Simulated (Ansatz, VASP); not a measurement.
**Two plane-wave programs on SiW4**

```
CELL_PARAMETERS angstrom
4.62460 0.00000 0.00000
0.00000 4.62460 0.00000
0.00000 0.00000 4.62460
ATOMIC_POSITIONS crystal
Si 0.00000 0.00000 0.00000
W 0.00000 0.50000 0.50000
W 0.50000 0.00000 0.50000
W 0.50000 0.50000 0.00000
W 0.50000 0.50000 0.50000
```

Alike in both runs: task relaxation of cell and atoms; functional PBE; k mesh 4 × 4 × 4; occupations gaussian, width 0.1 eV; no spin polarisation.

|  | VASP | Ansatz |
| --- | --- | --- |
| version | VASP 6.6.1 | Ansatz 0.2.0 |
| potentials or method | VASP PAW PBE potentials, release 64 (Si, W_sv), cutoff 600 eV | scalar-relativistic, plane waves, PAW |
| valence electrons in the cell | 60 | 60 |

|  | VASP | Ansatz | Ansatz less VASP |
| --- | --- | --- | --- |
| gap on the k mesh at the Fermi level, each at its own relaxed structure (eV) | none | none | - |
| relaxed volume (Å³/atom) | 21.92 | 21.76 | -0.159 |
| relaxed cell length with the largest relative difference (Å) | 4.785 | 4.774 | -0.0116 |

A gap of «none» marks a metal or a gap that the smearing closes.

Neither program's run includes spin-orbit coupling.
